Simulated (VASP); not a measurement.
# Te2Mo in VASP: single point with PBE+D3(BJ)

Aim: the single point of Te2Mo with PBE+D3(BJ).

Everything below comes from runs of VASP 6.6.1. Logs are shortened: lines on timing, memory, paths and dates and some standing lists are left out, and cuts for length are marked.

## (1) The cell of the first run

The cell holds a slab with vacuum, 6 atoms: a = 3.504 Å, b = 3.504 Å, c = 24.768 Å, α = 90.00°, β = 90.00°, γ = 120.00°.

## (2) Single point, PBE+D3(BJ)

INCAR

```
SYSTEM = Te2Mo
  PREC = Accurate
  ENCUT = 520
  EDIFF = 1E-7
  ISMEAR = 0
  SIGMA = 0.05
  LREAL = .FALSE.
  LASPH = .TRUE.
  NELM = 100
  ALGO = Normal
  ISIF = 2
  LWAVE = .FALSE.
  LCHARG = .FALSE.
  LDIPOL = .TRUE.
  IDIPOL = 3
  DIPOL = 0.5 0.5 0.402
  GGA = PE
  IVDW = 12
  NBANDS = 35
```

KPOINTS

```
Automatic mesh
0
G
  9 9 1
  0 0 0
```

POSCAR

```
Te2Mo
1.0
    3.5038817003      0.0000000000      0.0000000000
   -1.7519408501      3.0344505643      0.0000000000
    0.0000000000      0.0000000000     24.7677199090
Te Mo
4 2
Direct
    0.3333333333      0.6666666667      0.1816881011
    0.3333333333      0.6666666667      0.3284056823
    0.6666666667      0.8333333333      0.4749674172
    0.6666666667      0.8333333333      0.6216849983
    0.6666666667      0.3333333333      0.2550468917
    0.3333333333      1.1666666667      0.5483262077
```

Potentials or basis: VASP PAW PBE potentials, release 64 (Te, Mo_sv).

Launch:

```
$ cat potpaw_PBE.64/Te/POTCAR potpaw_PBE.64/Mo_sv/POTCAR > POTCAR
$ mpirun -np 1 vasp_std > vasp.out
```

OUTCAR:

```text
SYSTEM = Te2Mo
   PREC = Accurate
   ENCUT = 520
   EDIFF = 1E-7
   ISMEAR = 0
   LREAL = .FALSE.
   LASPH = .TRUE.
   NELM = 100
   ISIF = 2
   GGA = PE
   IVDW = 12
 IVDW          = 12

 ion  position               nearest neighbor table
   1  0.333  0.667  0.182-   5 2.72   5 2.72   5 2.72   2 3.63
   2  0.333  0.667  0.328-   5 2.72   5 2.72   5 2.72   1 3.63
   3  0.667  0.833  0.475-   6 2.72   6 2.72   6 2.72   4 3.63
   4  0.667  0.833  0.622-   6 2.72   6 2.72   6 2.72   3 3.63
   5  0.667  0.333  0.255-   1 2.72   2 2.72   1 2.72   2 2.72   1 2.72   2 2.72
   6  0.333  0.167  0.548-   3 2.72   3 2.72   3 2.72   4 2.72   4 2.72   4 2.72

  LATTYP: Found a hexagonal cell.
 ALAT       =     3.5038817003
 C/A-ratio  =     7.0686518631

  Lattice vectors:

 A1 = (   3.5038817003,   0.0000000000,   0.0000000000)
 A2 = (  -1.7519408501,   3.0344505643,   0.0000000000)
 A3 = (   0.0000000000,   0.0000000000,  24.7677199090)

Analysis of symmetry for initial positions (statically):
=====================================================================
 Subroutine PRICEL returns:
 Original cell was already a primitive cell.

 Routine SETGRP: Setting up the symmetry group for a
 hexagonal supercell.

 Subroutine GETGRP returns: Found  4 space group operations
 (whereof  2 operations were pure point group operations)
 out of a pool of 24 trial point group operations.

The static configuration has the point symmetry C_1h.
 The point group associated with its full space group is C_2h.

Analysis of symmetry for dynamics (positions and initial velocities):
=====================================================================
 Subroutine PRICEL returns:
 Original cell was already a primitive cell.

 Routine SETGRP: Setting up the symmetry group for a
 hexagonal supercell.

 Subroutine GETGRP returns: Found  4 space group operations
 (whereof  2 operations were pure point group operations)
 out of a pool of 24 trial point group operations.

The dynamic configuration has the point symmetry C_1h.
 The point group associated with its full space group is C_2h.

 Subroutine INISYM returns: Found  4 space group operations
 (whereof  2 operations are pure point group operations),
 and found     1 'primitive' translations

----------------------------------------------------------------------------------------

                                     Primitive cell

  volume of cell :     263.3392

  direct lattice vectors                    reciprocal lattice vectors
     3.503881700  0.000000000  0.000000000     0.285397763  0.164774475  0.000000000
    -1.751940850  3.034450564  0.000000000     0.000000000  0.329548951  0.000000000
     0.000000000  0.000000000 24.767719909     0.000000000  0.000000000  0.040375134

  length of vectors
     3.503881700  3.503881700 24.767719909     0.329548951  0.329548951  0.040375134

  position of ions in fractional coordinates (direct lattice)
     0.333333333  0.666666667  0.181688101
     0.333333333  0.666666667  0.328405682
     0.666666667  0.833333333  0.474967417
     0.666666667  0.833333333  0.621684998
     0.666666667  0.333333333  0.255046892
     0.333333333  0.166666667  0.548326208

  ion indices of the primitive-cell ions
   primitive index   ion index
                 1           1
                 2           2
                 3           3
                 4           4
                 5           5
                 6           6

----------------------------------------------------------------------------------------

 KPOINTS: Automatic mesh

Automatic generation of k-mesh.
 Grid dimensions read from file:
 generate k-points for:    9    9    1

 Generating k-lattice:

  Cartesian coordinates                     Fractional coordinates (reciprocal lattice)
     0.031710863  0.018308275  0.000000000     0.111111111  0.000000000  0.000000000
     0.000000000  0.036616550  0.000000000     0.000000000  0.111111111  0.000000000
     0.000000000  0.000000000  0.040375134     0.000000000  0.000000000  1.000000000

  Length of vectors
     0.036616550  0.036616550  0.040375134

  Shift w.r.t. Gamma in fractional coordinates (k-lattice)
     0.000000000  0.000000000  0.000000000

 Subroutine IBZKPT returns following result:
 ===========================================

 Found     25 irreducible k-points:

 Following reciprocal coordinates:
            Coordinates               Weight
  0.000000  0.000000  0.000000      1.000000
  0.111111  0.000000  0.000000      2.000000
  0.000000  0.111111  0.000000      4.000000
  0.222222 -0.000000  0.000000      2.000000
  0.000000  0.222222  0.000000      4.000000
  0.333333  0.000000  0.000000      2.000000
[... 16 lines left out ...]
 -0.222222 -0.444444  0.000000      4.000000
  0.444444  0.333333  0.000000      4.000000
   k-points           NKPTS =     25   k-points in BZ     NKDIM =     25   number of bands    NBANDS=     35
   number of dos      NEDOS =    301   number of ions     NIONS =      6
   total plane-waves  NPLWV = 150528
   dimension x,y,z NGX =    28 NGY =   28 NGZ =  192
   dimension x,y,z NGXF=    56 NGYF=   56 NGZF=  384
   ions per type =               4   2
   NGX,Y,Z   is equivalent  to a cutoff of  13.28, 13.28, 12.89 a.u.
   NGXF,Y,Z  is equivalent  to a cutoff of  26.57, 26.57, 25.77 a.u.
 SYSTEM =  Te2Mo
   PREC   = accura    normal or accurate (medium, high low for compatibility)
   ISTART =      0    job   : 0-new  1-cont  2-samecut
   ICHARG =      2    charge: 1-file 2-atom 10-const
   ISPIN  =      1    spin polarized calculation?
   LNONCOLLINEAR =      F non collinear calculations
   LSORBIT =      F    spin-orbit coupling
   LASPH  =      T    aspherical Exc in radial PAW
   ENCUT  =  520.0 eV  38.22 Ry    6.18 a.u.   6.51  6.51 46.05*2*pi/ulx,y,z
   NELM   =    100;   NELMIN=  2; NELMDL= -5     # of ELM steps
   EDIFF  = 0.1E-06   stopping-criterion for ELM
   LREAL  =      F    real-space projection
   EDIFFG = 0.1E-05   stopping-criterion for IOM
   NSW    =      0    number of steps for IOM
   IBRION =     -1    ionic relax: 0-MD 1-quasi-New 2-CG
   NFREE  =      0    steps in history (QN), initial steepest desc. (CG)
   ISIF   =      2    stress and relaxation
   ISYM   =      2    0-nonsym 1-usesym 2-fastsym
   POTIM  = 0.5000    time-step for ionic-motion
   TEBEG  =    0.0;   TEEND  =   0.0 temperature during run
   PSTRESS=    0.0 pullay stress
   NELECT =      52.0000    total number of electrons
   NUPDOWN=      -1.0000    fix difference up-down
   EMIN   =  10.00;   EMAX   =-10.00  energy-range for DOS
   EFERMI =   0.00;   METHOD = LEGACY
   ISMEAR =     0;   SIGMA  =   0.05  broadening in eV -4-tet -1-fermi 0-gaus
   EFERMI_NEDOS =   21; number of points for ismear=-14 and -15
   IALGO  =     38    algorithm
   IMIX   =      4    mixing-type and parameters
     AMIX     =   0.40;   BMIX     =  1.00
     AMIX_MAG =   1.60;   BMIX_MAG =  1.00
  volume/ion in A,a.u.               =      43.89       296.18
  Fermi-wavevector in a.u.,A,eV,Ry     =   0.953317  1.801508 12.365161  0.908814
  Thomas-Fermi vector in A             =   2.081961
   LORBIT       =      0    0 simple, 1 ext, 2 COOP (PROOUT), +10 PAW based schemes
   GGA     = PE    functional components
   LHFCALC =     F    Hartree Fock is set to
   AEXX    =    0.0000 exact exchange contribution
   IVDW    =    12    specifies the selected vdW correction
   LEPSILON=     F    determine dielectric tensor
   LRPA    =     F    only Hartree local field effects (RPA)
 non-spin polarized calculation
 Gauss-broadening in eV      SIGMA  =   0.05
  energy-cutoff  :      520.00
  volume of cell :      263.34
 maximum number of plane-waves:      7173
 NGX is ok and might be reduce to    28
   NGX = 13   NGY = 13   NGZ = 93

 dipolmoment           0.000000      0.000000     -0.000001 electrons x Angstroem

 number of electron      52.0000000 magnetization

 dipolmoment           0.000000      0.000000      0.000001 electrons x Angstroem

 Free energy of the ion-electron system (eV)
  ---------------------------------------------------
  ext. energy  EPLUGINS =         0.00000000
  ---------------------------------------------------
  free energy    TOTEN  =       -35.94226429 eV

  energy without entropy =      -35.94226429  energy(sigma->0) =      -35.94226429

 E-fermi :   2.7892     XC(G=0):  -6.4093

 val. band max:        2.4820360848   @ k =   0.3333   0.3333   0.0000
 cond. band min:       3.5942408323   @ k =   0.2222   0.2222   0.0000
 fundamental gap:      1.1122047475
 Fermi energy:         2.7891890287

 k-point     1 :       0.0000    0.0000    0.0000
  band No.  band energies     occupation
      1     -58.1797      2.00000
      2     -58.1797      2.00000
      3     -32.3582      2.00000
      4     -32.3582      2.00000
      5     -32.2125      2.00000
      6     -32.2125      2.00000
[... 27 lines left out ...]
     34       5.9836      0.00000
     35       6.6637      0.00000

 k-point     2 :       0.1111    0.0000    0.0000
  band No.  band energies     occupation
      1     -58.1785      2.00000
      2     -58.1785      2.00000
      3     -32.3547      2.00000
      4     -32.3547      2.00000
      5     -32.2279      2.00000
      6     -32.2279      2.00000
[... 27 lines left out ...]
     34       5.8397      0.00000
     35       6.9048      0.00000

 k-point     3 :       0.0000    0.1111    0.0000
  band No.  band energies     occupation
      1     -58.1785      2.00000
      2     -58.1785      2.00000
      3     -32.3547      2.00000
      4     -32.3547      2.00000
      5     -32.2283      2.00000
      6     -32.2283      2.00000
[... 27 lines left out ...]
     34       5.7932      0.00000
     35       6.9029      0.00000
[... 723 lines left out ...]
 k-point    23 :      -0.2222   -0.4444    0.0000
  band No.  band energies     occupation
      1     -58.1688      2.00000
      2     -58.1687      2.00000
      3     -32.3279      2.00000
      4     -32.3279      2.00000
      5     -32.3258      2.00000
      6     -32.3258      2.00000
[... 27 lines left out ...]
     34       6.4192      0.00000
     35       6.9166      0.00000

 k-point    24 :       0.4444    0.3333    0.0000
  band No.  band energies     occupation
      1     -58.1688      2.00000
      2     -58.1687      2.00000
      3     -32.3287      2.00000
      4     -32.3286      2.00000
      5     -32.3248      2.00000
      6     -32.3248      2.00000
[... 27 lines left out ...]
     34       6.3972      0.00000
     35       6.9930      0.00000

 [... further k-points ...]

------------------------ aborting loop because EDIFF is reached ----------------------------------------

 vacuum level on the upper side and lower side of the slab       (xc-potential included)        -0.104        -0.104

 Edisp (eV)   -2.75762

 E8    (eV) :    -1.3046

  FORCE on cell =-STRESS in cart. coord.  units (eV):
  Direction    XX          YY          ZZ          XY          YZ          ZX
  --------------------------------------------------------------------------------------
  -------------------------------------------------------------------------------------
  Total      -0.08385    -0.19490     0.15647     0.09617     0.20456     0.35430
  in kB      -0.51017    -1.18578     0.95196     0.58509     1.24454     2.15561
  external pressure =       -0.25 kB  Pullay stress =        0.00 kB

 VOLUME and BASIS-vectors are now :
 -----------------------------------------------------------------------------
  energy-cutoff  :      520.00
  volume of cell :      263.34
      direct lattice vectors                 reciprocal lattice vectors
     3.503881700  0.000000000  0.000000000     0.285397763  0.164774475  0.000000000
    -1.751940850  3.034450564  0.000000000     0.000000000  0.329548951  0.000000000
     0.000000000  0.000000000 24.767719909     0.000000000  0.000000000  0.040375134

 POSITION                                       TOTAL-FORCE (eV/Angst)
 -----------------------------------------------------------------------------------
     -0.00000      2.02297      4.50000        -0.000393     -0.000227     -0.001256
     -0.00000      2.02297      8.13386        -0.057878     -0.033416     -0.044211
      0.87597      2.52871     11.76386         0.057878      0.033416      0.044211
      0.87597      2.52871     15.39772         0.000393      0.000227      0.001256
      1.75194      1.01148      6.31693        -0.019631     -0.011334     -0.005317
      0.87597      0.50574     13.58079         0.019631      0.011334      0.005317
 -----------------------------------------------------------------------------------
    total drift:                                0.000000     -0.000000      0.000053

  FREE ENERGIE OF THE ION-ELECTRON SYSTEM (eV)
  ---------------------------------------------------
  free  energy   TOTEN  =       -38.6998816563 eV

  energy  without entropy=      -38.6998816563  energy(sigma->0) =      -38.69988166

 vacuum level on the upper side and lower side of the slab         7.224         7.224
```

Run time: 15 min. Hardware: 1 thread of Oxide Virtual Turin-like, shared host; peak memory 0.44 GiB.

Results:

```yaml
Free_energy: -38.6999 eV
Largest_force: 0.080 eV/Å
Band_gap_on_the_k_mesh: 1.11 eV, indirect (least direct gap 1.17 eV)
Dispersion_energy_per_atom: -0.460 eV
```

Forces in eV/Å, atoms in the order of the input:
```
Te   0.000  0.000 -0.001
Te  -0.058 -0.033 -0.044
Te   0.058  0.033  0.044
Te   0.000  0.000  0.001
Mo  -0.020 -0.011 -0.005
Mo   0.020  0.011  0.005
```

Caveat: spin-orbit coupling is left out, which moves the levels of the heavy elements.
